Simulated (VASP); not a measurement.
# Ga2P3 (Pm-3m) in VASP: further runs

Ga2P3 is run at these levels: PBE; tasks: relaxation of cell and atoms, single point.

Everything below comes from runs of VASP 6.6.1. Logs are shortened: lines on timing, memory, paths and dates and some standing lists are left out, and cuts for length are marked.

**1. The cell of the first run**

It takes space group Pm-3m (No. 221, cubic). Conventional cell: a = 4.622 Å, b = 4.622 Å, c = 4.622 Å, α = 90.00°, β = 90.00°, γ = 90.00°. Within 4.3 Å of Ga (site symmetry m-3m) lie 12 P at 3.27 Å and 8 Ga at 4.00 Å. Ga (site symmetry m-3m) has 6 P at 2.31 Å within 3.1 Å. P (site symmetry 4/mmm) has 2 Ga at 2.31 Å within 3.1 Å.

The cell was built from a structure type or drawn by symmetry, and may not be a known phase.

**2. Relaxation of cell and atoms, PBE**

Input file INCAR:

```
PREC = Accurate
ENCUT = 600
EDIFF = 1E-6
ISMEAR = 0
SIGMA = 0.1
LREAL = False
LASPH = True
NELM = 60
ALGO = Normal
ISIF = 3
LWAVE = False
LCHARG = False
GGA = PE
IBRION = 2
NSW = 90
EDIFFG = -0.04
```

Input file KPOINTS:

```
Automatic mesh
0
Gamma
  4 4 4
```

Input file POSCAR:

```
Ga2P3
1.0
    4.6221635500      0.0000000000      0.0000000000
    0.0000000000      4.6221635500      0.0000000000
    0.0000000000      0.0000000000      4.6221635500
Ga P
2 3
Direct
    0.0000000000      0.0000000000      0.0000000000
    0.5000000000      0.5000000000      0.5000000000
    0.0000000000      0.5000000000      0.5000000000
    0.5000000000      0.0000000000      0.5000000000
    0.5000000000      0.5000000000      0.0000000000
```

Potentials or basis: VASP PAW PBE potentials, release 64 (Ga_d, P).

Run with:

```console
> cat potpaw_PBE.64/Ga_d/POTCAR potpaw_PBE.64/P/POTCAR > POTCAR
> mpirun -np 1 vasp_std > vasp.out
```

OUTCAR:

```text
PREC = Accurate
   ENCUT = 600
   EDIFF = 1E-6
   ISMEAR = 0
   LREAL = False
   LASPH = True
   NELM = 60
   ISIF = 3
   GGA = PE
   IBRION = 2
   NSW = 90
   EDIFFG = -0.04

 ion  position               nearest neighbor table
   1  0.000  0.000  0.000-
   2  0.500  0.500  0.500-   3 2.31   4 2.31   5 2.31   5 2.31   4 2.31   3 2.31
   3  0.000  0.500  0.500-   2 2.31   2 2.31
   4  0.500  0.000  0.500-   2 2.31   2 2.31
   5  0.500  0.500  0.000-   2 2.31   2 2.31

  LATTYP: Found a simple cubic cell.
 ALAT       =     4.6221635500

  Lattice vectors:

 A1 = (   4.6221635500,   0.0000000000,   0.0000000000)
 A2 = (   0.0000000000,   4.6221635500,   0.0000000000)
 A3 = (   0.0000000000,   0.0000000000,   4.6221635500)

Analysis of symmetry for initial positions (statically):
=====================================================================
 Subroutine PRICEL returns:
 Original cell was already a primitive cell.

 Routine SETGRP: Setting up the symmetry group for a
 simple cubic supercell.

 Subroutine GETGRP returns: Found 48 space group operations
 (whereof 48 operations were pure point group operations)
 out of a pool of 48 trial point group operations.

The static configuration has the point symmetry O_h .

Analysis of symmetry for dynamics (positions and initial velocities):
=====================================================================
 Subroutine PRICEL returns:
 Original cell was already a primitive cell.

 Routine SETGRP: Setting up the symmetry group for a
 simple cubic supercell.

 Subroutine GETGRP returns: Found 48 space group operations
 (whereof 48 operations were pure point group operations)
 out of a pool of 48 trial point group operations.

The dynamic configuration has the point symmetry O_h .

 Subroutine INISYM returns: Found 48 space group operations
 (whereof 48 operations are pure point group operations),
 and found     1 'primitive' translations

----------------------------------------------------------------------------------------

                                     Primitive cell

  volume of cell :      98.7497

  direct lattice vectors                    reciprocal lattice vectors
     4.622163550  0.000000000  0.000000000     0.216348900  0.000000000  0.000000000
     0.000000000  4.622163550  0.000000000     0.000000000  0.216348900  0.000000000
     0.000000000  0.000000000  4.622163550     0.000000000  0.000000000  0.216348900

  length of vectors
     4.622163550  4.622163550  4.622163550     0.216348900  0.216348900  0.216348900

  position of ions in fractional coordinates (direct lattice)
     0.000000000  0.000000000  0.000000000
     0.500000000  0.500000000  0.500000000
     0.000000000  0.500000000  0.500000000
     0.500000000  0.000000000  0.500000000
     0.500000000  0.500000000  0.000000000

  ion indices of the primitive-cell ions
   primitive index   ion index
                 1           1
                 2           2
                 3           3
                 4           4
                 5           5

----------------------------------------------------------------------------------------

 KPOINTS: Automatic mesh

Automatic generation of k-mesh.
 Grid dimensions read from file:
 generate k-points for:    4    4    4

 Generating k-lattice:

  Cartesian coordinates                     Fractional coordinates (reciprocal lattice)
     0.054087225  0.000000000  0.000000000     0.250000000  0.000000000  0.000000000
     0.000000000  0.054087225  0.000000000     0.000000000  0.250000000  0.000000000
     0.000000000  0.000000000  0.054087225     0.000000000  0.000000000  0.250000000

  Length of vectors
     0.054087225  0.054087225  0.054087225

  Shift w.r.t. Gamma in fractional coordinates (k-lattice)
     0.000000000  0.000000000  0.000000000

 Subroutine IBZKPT returns following result:
 ===========================================

 Found     10 irreducible k-points:

 Following reciprocal coordinates:
            Coordinates               Weight
  0.000000  0.000000  0.000000      1.000000
  0.250000  0.000000  0.000000      6.000000
  0.500000  0.000000  0.000000      3.000000
  0.250000  0.250000  0.000000     12.000000
  0.500000  0.250000  0.000000     12.000000
  0.500000  0.500000  0.000000      3.000000
  0.250000  0.250000  0.250000      8.000000
  0.500000  0.250000  0.250000     12.000000
  0.500000  0.500000  0.250000      6.000000
  0.500000  0.500000  0.500000      1.000000
   k-points           NKPTS =     10   k-points in BZ     NKDIM =     10   number of bands    NBANDS=     24
   number of dos      NEDOS =    301   number of ions     NIONS =      5
   total plane-waves  NPLWV =  64000
   dimension x,y,z NGX =    40 NGY =   40 NGZ =   40
   dimension x,y,z NGXF=    80 NGYF=   80 NGZF=   80
   ions per type =               2   3
   NGX,Y,Z   is equivalent  to a cutoff of  14.39, 14.39, 14.39 a.u.
   NGXF,Y,Z  is equivalent  to a cutoff of  28.77, 28.77, 28.77 a.u.
 SYSTEM =  unknown system
   PREC   = accura    normal or accurate (medium, high low for compatibility)
   ISTART =      0    job   : 0-new  1-cont  2-samecut
   ICHARG =      2    charge: 1-file 2-atom 10-const
   ISPIN  =      1    spin polarized calculation?
   LNONCOLLINEAR =      F non collinear calculations
   LSORBIT =      F    spin-orbit coupling
   LASPH  =      T    aspherical Exc in radial PAW
   ENCUT  =  600.0 eV  44.10 Ry    6.64 a.u.   9.23  9.23  9.23*2*pi/ulx,y,z
   NELM   =     60;   NELMIN=  2; NELMDL= -5     # of ELM steps
   EDIFF  = 0.1E-05   stopping-criterion for ELM
   LREAL  =      F    real-space projection
   EDIFFG = -.4E-01   stopping-criterion for IOM
   NSW    =     90    number of steps for IOM
   IBRION =      2    ionic relax: 0-MD 1-quasi-New 2-CG
   NFREE  =      1    steps in history (QN), initial steepest desc. (CG)
   ISIF   =      3    stress and relaxation
   ISYM   =      2    0-nonsym 1-usesym 2-fastsym
   POTIM  = 0.5000    time-step for ionic-motion
   TEBEG  =    0.0;   TEEND  =   0.0 temperature during run
   PSTRESS=    0.0 pullay stress
   NELECT =      41.0000    total number of electrons
   NUPDOWN=      -1.0000    fix difference up-down
   EMIN   =  10.00;   EMAX   =-10.00  energy-range for DOS
   EFERMI =   0.00;   METHOD = LEGACY
   ISMEAR =     0;   SIGMA  =   0.10  broadening in eV -4-tet -1-fermi 0-gaus
   EFERMI_NEDOS =   21; number of points for ismear=-14 and -15
   IALGO  =     38    algorithm
   IMIX   =      4    mixing-type and parameters
     AMIX     =   0.40;   BMIX     =  1.00
     AMIX_MAG =   1.60;   BMIX_MAG =  1.00
  volume/ion in A,a.u.               =      19.75       133.28
  Fermi-wavevector in a.u.,A,eV,Ry     =   1.221305  2.307932 20.294259  1.491586
  Thomas-Fermi vector in A             =   2.356492
   LORBIT       =      0    0 simple, 1 ext, 2 COOP (PROOUT), +10 PAW based schemes
   GGA     = PE    functional components
   LHFCALC =     F    Hartree Fock is set to
   AEXX    =    0.0000 exact exchange contribution
   IVDW    =     0    specifies the selected vdW correction
   LEPSILON=     F    determine dielectric tensor
   LRPA    =     F    only Hartree local field effects (RPA)
 conjugate gradient relaxation of ions
 non-spin polarized calculation
 Gauss-broadening in eV      SIGMA  =   0.10
  energy-cutoff  :      600.00
  volume of cell :       98.75
 maximum number of plane-waves:      3328
 NGX is ok and might be reduce to    40
   NGX = 19   NGY = 19   NGZ = 19

--------------------------------------- Ionic step        1  -------------------------------------------

 number of electron      40.9999989 magnetization

 Free energy of the ion-electron system (eV)
  ---------------------------------------------------
  ext. energy  EPLUGINS =         0.00000000
  ---------------------------------------------------
  free energy    TOTEN  =       -17.87332728 eV

  energy without entropy =      -17.86567534  energy(sigma->0) =      -17.86950131

 E-fermi :   4.8493     XC(G=0): -10.2139

 val. band max:        4.7729774189   @ k =   0.5000   0.2500   0.0000
 cond. band min:       5.1539853460   @ k =   0.5000   0.2500   0.0000
 fundamental gap:      0.3810079271
 Fermi energy:         4.8493085251

 k-point     1 :       0.0000    0.0000    0.0000
  band No.  band energies     occupation
      1      -9.8736      2.00000
      2      -9.8736      2.00000
      3      -9.5549      2.00000
      4      -9.5549      2.00000
      5      -9.5549      2.00000
      6      -9.4021      2.00000
[... 16 lines left out ...]
     23       5.1916      0.00000
     24       5.5646      0.00000

 k-point     2 :       0.2500    0.0000    0.0000
  band No.  band energies     occupation
      1      -9.8717      2.00000
      2      -9.8412      2.00000
      3      -9.5575      2.00000
      4      -9.5575      2.00000
      5      -9.5542      2.00000
      6      -9.4022      2.00000
[... 293 lines left out ...]
 POSITION                                       TOTAL-FORCE (eV/Angst)
 -----------------------------------------------------------------------------------
      0.00000      0.00000      0.00000         0.000000     -0.000000      0.000000
      2.35850      2.35850      2.35850        -0.000000      0.000000      0.000000
     -0.00000      2.35850      2.35850         0.000000     -0.000000      0.000000
      2.35850     -0.00000      2.35850         0.000000     -0.000000      0.000000
      2.35850      2.35850     -0.00000         0.000000     -0.000000      0.000000
 -----------------------------------------------------------------------------------
    total drift:                               -0.000000      0.000000     -0.000000

  FREE ENERGIE OF THE ION-ELECTRON SYSTEM (eV)
  ---------------------------------------------------
  free  energy   TOTEN  =       -17.9266511257 eV

  energy  without entropy=      -17.9166086954  energy(sigma->0) =      -17.92162991

--------------------------------------- Ionic step        3  -------------------------------------------

 number of electron      40.9999985 magnetization

 Free energy of the ion-electron system (eV)
  ---------------------------------------------------
  ext. energy  EPLUGINS =         0.00000000
  ---------------------------------------------------
  free energy    TOTEN  =       -17.92781929 eV

  energy without entropy =      -17.91893151  energy(sigma->0) =      -17.92337540

 E-fermi :   4.3854     XC(G=0):  -9.9807

 val. band max:        4.3118138977   @ k =   0.5000   0.2500   0.0000
 cond. band min:       4.5456411722   @ k =   0.5000   0.2500   0.0000
 fundamental gap:      0.2338272745
 Fermi energy:         4.3853904003

 k-point     1 :       0.0000    0.0000    0.0000
  band No.  band energies     occupation
      1     -10.2744      2.00000
      2     -10.2744      2.00000
      3      -9.9979      2.00000
      4      -9.9979      2.00000
      5      -9.9979      2.00000
      6      -9.9203      2.00000
[... 16 lines left out ...]
     23       4.6871      0.00002
     24       4.7079      0.00001

 k-point     2 :       0.2500    0.0000    0.0000
  band No.  band energies     occupation
      1     -10.2729      2.00000
      2     -10.2458      2.00000
      3      -9.9996      2.00000
      4      -9.9996      2.00000
      5      -9.9970      2.00000
      6      -9.9205      2.00000
[... 245 lines left out ...]
 VOLUME and BASIS-vectors are now :
 -----------------------------------------------------------------------------
  energy-cutoff  :      600.00
  volume of cell :      104.02
      direct lattice vectors                 reciprocal lattice vectors
     4.702921837  0.000000000 -0.000000000     0.212633770  0.000000000 -0.000000000
    -0.000000000  4.702921837 -0.000000000    -0.000000000  0.212633770  0.000000000
     0.000000000 -0.000000000  4.702921837     0.000000000  0.000000000  0.212633770

 POSITION                                       TOTAL-FORCE (eV/Angst)
 -----------------------------------------------------------------------------------
      0.00000      0.00000      0.00000         0.000000     -0.000000      0.000000
      2.35146      2.35146      2.35146        -0.000000      0.000000      0.000000
     -0.00000      2.35146      2.35146         0.000000     -0.000000      0.000000
      2.35146     -0.00000      2.35146         0.000000     -0.000000      0.000000
      2.35146      2.35146     -0.00000         0.000000     -0.000000      0.000000
 -----------------------------------------------------------------------------------
    total drift:                               -0.000000      0.000000     -0.000000

  FREE ENERGIE OF THE ION-ELECTRON SYSTEM (eV)
  ---------------------------------------------------
  free  energy   TOTEN  =       -17.9278192922 eV

  energy  without entropy=      -17.9189315063  energy(sigma->0) =      -17.92337540

 reached required accuracy - stopping structural energy minimisation
```

Run time: 28 s. Hardware: 1 thread of Intel Xeon 6975P-C (Granite Rapids), shared host; peak memory 0.25 GiB.

What came out:

```
Free energy                           : -17.9278 eV
Relaxed volume                        : 20.80 Å³/atom
Relaxed cell                          : a = 4.703 Å, b = 4.703 Å, c = 4.703 Å, α = 90.00°, β = 90.00°, γ = 90.00°
Space group after relaxing (to 0.1 Å) : Pm-3m (No. 221)
Energy gained by relaxing             : 10.9 meV/atom
Ionic steps                           : 3
Pressure after relaxing               : 0.0 GPa
Band gap on the k mesh                : zero (an odd number of electrons rules out a gap without spin polarisation)
```

The path:
| step | energy change (eV) | largest force (eV/Å) | pressure (GPa) | volume (Å³) |
| --- | --- | --- | --- | --- |
| 1 | 0.0000 | 0.0000 | 3.45 | 98.75 |
| 2 | -0.0533 | 0.0000 | -0.54 | 104.95 |
| 3 | -0.0545 | 0.0000 | 0.05 | 104.02 |

Final structure:
```xyz
5
Lattice="4.7029 0.0000 0.0000 0.0000 4.7029 0.0000 0.0000 0.0000 4.7029" Properties=species:S:1:pos:R:3 pbc="T T T"
Ga    0.0000    0.0000    0.0000
Ga    2.3515    2.3515    2.3515
P     0.0000    2.3515    2.3515
P     2.3515    0.0000    2.3515
P     2.3515    2.3515    0.0000
```

[end of part 1 of 2]
